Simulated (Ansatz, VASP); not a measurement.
**Os2F: VASP beside Ansatz**

```
Os F
1.0
     1.37053    0.79128    6.16552
    -1.37053    0.79128    6.16552
     0.00000   -1.58255    6.16552
Os F
2 1
Direct
  0.77991 0.77991 0.77991
  0.22009 0.22009 0.22009
  0.00000 0.00000 0.00000
```

Alike in both runs: functional PBE; k mesh 18 × 18 × 18; occupations gaussian, width 0.1 eV; no spin polarisation.

Ansatz relaxed the structure, and its values are those at the end. VASP's run is a single point on that final structure, the one shown.

```csv
,VASP,Ansatz
version,VASP 6.6.1,Ansatz 0.2.0
potentials or method,"VASP PAW PBE potentials, release 64 (Os, F), cutoff 520 eV","scalar-relativistic, plane waves, PAW"
valence electrons in the cell,23,39
```

|  | VASP | Ansatz | Ansatz less VASP |
| --- | --- | --- | --- |
| gap on the k mesh at the Fermi level (eV) | none | none | - |
| pressure (GPa) | -0.3 | 0.0 | +0.29 |
| rms of the force components (eV/Å) | 0.014 | 0.001 | -0.0124 |

A gap of «none» marks a metal or a gap that the smearing closes. VASP's potentials hold 23 valence electrons a cell and Ansatz's 39, so a difference there can come from the potentials and not from the codes.

Spin-orbit coupling is off throughout.
